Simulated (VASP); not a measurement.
Wanted: the native input for a VASP 6.6.1 run.

```
Task                    : single point
Functional              : PBEsol
Potentials or basis     : VASP PAW PBE potentials, release 64 (K_sv)
Cutoff                  : 520 eV
k mesh                  : 10 × 10 × 5
Occupations             : fermi-dirac, width 0.05 eV
Spin                    : no spin polarisation
Dipole correction       : no
k mesh for the DOS      : 15 × 15 × 8
Occupations for the DOS : tetrahedron
Further INCAR settings  : ALGO = Normal; EDIFF = 1e-06; NBANDS = 16
```

K:

```
K
1.0
     4.50629    0.00000    0.00000
    -2.25314    3.90256    0.00000
     0.00000    0.00000    7.30018
K
2
Direct
  0.33333 0.66667 0.25000
  0.66667 0.33333 0.75000
```

This isn't the form of K at room conditions, which is bcc.

The input as run:

POSCAR

```
K
1.0
    4.5062867137      0.0000000000      0.0000000000
   -2.2531433569      3.9025587708      0.0000000000
    0.0000000000      0.0000000000      7.3001844763
K
2
Direct
    0.3333333333      0.6666666667      0.2500000000
    0.6666666667      0.3333333333      0.7500000000
```

INCAR.step1

```
PREC = Accurate ; ENCUT = 520
EDIFF = 1E-6 ; ISMEAR = -1
SIGMA = 0.05 ; LREAL = False
LASPH = True ; NELM = 60
ALGO = Normal ; ISIF = 2
LWAVE = False ; LCHARG = True
GGA = PS ; NBANDS = 16
```

KPOINTS.step1

```
regular mesh
0
Gamma
  10 10 5
```

INCAR.step2

```
PREC = Accurate ; ENCUT = 520
EDIFF = 1E-6 ; ISMEAR = -5
SIGMA = 0.05 ; LREAL = False
LASPH = True ; NELM = 60
ALGO = Normal ; ISIF = 2
LWAVE = False ; LCHARG = False
GGA = PS ; LORBIT = 10
NBANDS = 16 ; NEDOS = 1001
ICHARG = 11
```

KPOINTS.step2

```
regular mesh
0
Gamma
  15 15 8
```

Potentials or basis: VASP PAW PBE potentials, release 64 (K_sv).

Command:

```sh
$ cat potpaw_PBE.64/K_sv/POTCAR > POTCAR
$ cp INCAR.step1 INCAR
$ cp KPOINTS.step1 KPOINTS
$ mpirun -np 1 vasp_std > vasp.out
$ cp INCAR.step2 INCAR
$ cp KPOINTS.step2 KPOINTS
$ mpirun -np 1 vasp_std > vasp.out
```

Results of the run:

```
Valence electrons inside the program's atomic spheres : K 7.54
```

It took 81 s on 1 thread of Intel(R) Xeon(R) 6975P-C (Granite Rapids) (shared host), peak memory 0.38 GiB.
